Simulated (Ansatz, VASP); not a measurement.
## KI in VASP and in Ansatz

Contents of POSCAR:

```
KI
1.0
    0.0000000000      4.0055531450      3.8880912135
    4.0055531450      0.0000000000      3.8880912135
    4.0055531450      4.0055531450      0.0000000000
K I
1 1
Direct
    0.0000000000      0.0000000000      0.0000000000
    0.2500000000      0.2500000000      0.2500000000
```

INCAR.step1

```
SYSTEM = KI
PREC = Accurate
ENCUT = 520
ISMEAR = 0
SIGMA = 0.01
LREAL = .False.
LASPH = .True.
NELM = 80
NBANDS = 15
GGA = PE
ALGO = Normal
EDIFF = 1E-4
LWAVE = .True.
LCHARG = .False.
```

File INCAR.step2:

```
SYSTEM = KI
PREC = Accurate
ENCUT = 520
EDIFF = 1E-6
ISMEAR = 0
SIGMA = 0.01
LREAL = .False.
LASPH = .True.
NELM = 80
ALGO = Normal
ISIF = 2
LWAVE = .False.
LCHARG = .True.
METAGGA = R2SCAN
LMIXTAU = .True.
LELF = .True.
LVHAR = .True.
NBANDS = 15
ISTART = 1
```

KPOINTS

```
regular mesh
0
Gamma
  6 6 6
  0 0 0
```

Input for Ansatz:

```yaml
crystal:
  lattice:
    - [0.0, 4.005553145, 3.8880912135]
    - [4.005553145, 0.0, 3.8880912135]
    - [4.005553145, 4.005553145, 0.0]
  atoms:
    - { symbol: K, position: [0.0, 0.0, 0.0] }
    - { symbol: I, position: [0.25, 0.25, 0.25] }
kpoints:
  mp_grid: { grid: [6, 6, 6] }
  band_path:
    path:
      - [0.0, 0.0, 0.0]
      - [-0.5, -0.5, 0.0]
      - [-0.375, -0.375, 0.25]
      - [-0.375, 0.0, 0.375]
      - [0.0, 0.0, 0.5]
      - [-0.5, -0.25, 0.25]
    npoints: 1
hamiltonian:
  xc: r2scan
scf:
  occupations: { method: fixed }
  n_extra_bands: 4
output:
  forces: true
  stress: true
  eigenvalues: true
```

Change from the starting cell: epitaxial_xy strain +1.0%.

Alike in both runs: task single point; functional r2SCAN; k mesh 6 × 6 × 6; no spin polarisation.

|  | VASP | Ansatz |
| --- | --- | --- |
| version | VASP 6.6.1 | Ansatz 0.2.0 |
| potentials or method | VASP PAW PBE potentials, release 64 (K_sv, I) | plane waves, PAW |
| plane-wave cutoff (eV) | 520 | 500 |
| occupations | gaussian, width 0.01 eV | fixed |
| valence electrons in the cell | 16 | 26 |

|  | VASP | Ansatz | Ansatz less VASP |
| --- | --- | --- | --- |
| gap on the k mesh at the Fermi level (eV) | 4.46 | 4.46 | +0.004 |
| pressure (GPa) | 0.0 | 0.0 | 0.00 |

VASP's potentials were made for PBE, not for r2SCAN. VASP's potentials hold 16 valence electrons a cell and Ansatz's 26, so a difference there can come from the potentials and not from the codes.

Neither program's run includes spin-orbit coupling.
